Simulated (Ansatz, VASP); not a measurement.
**Au in VASP and in Ansatz**

```
Au
1.0
     0.00000    2.09275    2.09275
     2.09275    0.00000    2.09275
     2.09275    2.09275    0.00000
Au
1
Direct
  0.00000 0.00000 0.00000
```

Alike in both runs: functional revPBE; k mesh 13 × 13 × 13; occupations fermi-dirac, width 0.1 eV; no spin polarisation.

Ansatz relaxed the structure, and its values are those at the end. VASP's run is a single point on that final structure, the one shown.

|  | VASP | Ansatz |
| --- | --- | --- |
| version | VASP 6.6.1 | Ansatz 0.2.0 |
| potentials or method | VASP PAW PBE potentials, release 64 (Au), cutoff 500 eV | plane waves (420 eV) with PAW, scalar-relativistic |
| valence electrons in the cell | 11 | 19 |

VASP gave:

```
pressure (GPa) : -0.2
```

**Question.** What did Ansatz give for the same quantities?

**Answer.** Pressure (GPa): 0.0.

VASP's potentials were made for PBE, not for revPBE. VASP's potentials hold 11 valence electrons a cell and Ansatz's 19, so a difference there can come from the potentials and not from the codes.

Neither program's run includes spin-orbit coupling.
